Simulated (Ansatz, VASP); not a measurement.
# One calculation of Hg, two programs

```
Hg
1.0
     4.44732    0.00000    0.00000
    -2.22366    3.85149    0.00000
     0.00000    0.00000    3.79100
Hg
3
Direct
  0.66667 0.33333 0.50000
  0.00000 0.00000 0.00000
  0.33333 0.66667 0.50000
```

Alike in both runs: task single point; functional PBE; k mesh 7 × 7 × 7; occupations fermi-dirac, width 0.05 eV; no spin polarisation.

```csv
,VASP,Ansatz
version,VASP 6.6.1,Ansatz 0.2.0
potentials or method,"VASP PAW PBE potentials, release 64 (Hg)",Ansatz PAW
plane-wave cutoff (eV),520,420
valence electrons in the cell,36,60
```

Ansatz gave:

```
gap on the k mesh at the Fermi level (eV)                     : none
pressure (GPa)                                                : 19.3
traceless stress, the component that is largest in VASP (GPa) : -12.51
```

**Question.** Which values does VASP return?

**Answer.** gap on the k mesh at the Fermi level (eV): none; pressure (GPa): 20.4; traceless stress, the component that is largest in VASP (GPa): -13.28.

A gap of «none» marks a metal or a gap that the smearing closes. VASP's potentials hold 36 valence electrons a cell and Ansatz's 60, so a difference there can come from the potentials and not from the codes.

Neither program's run includes spin-orbit coupling.
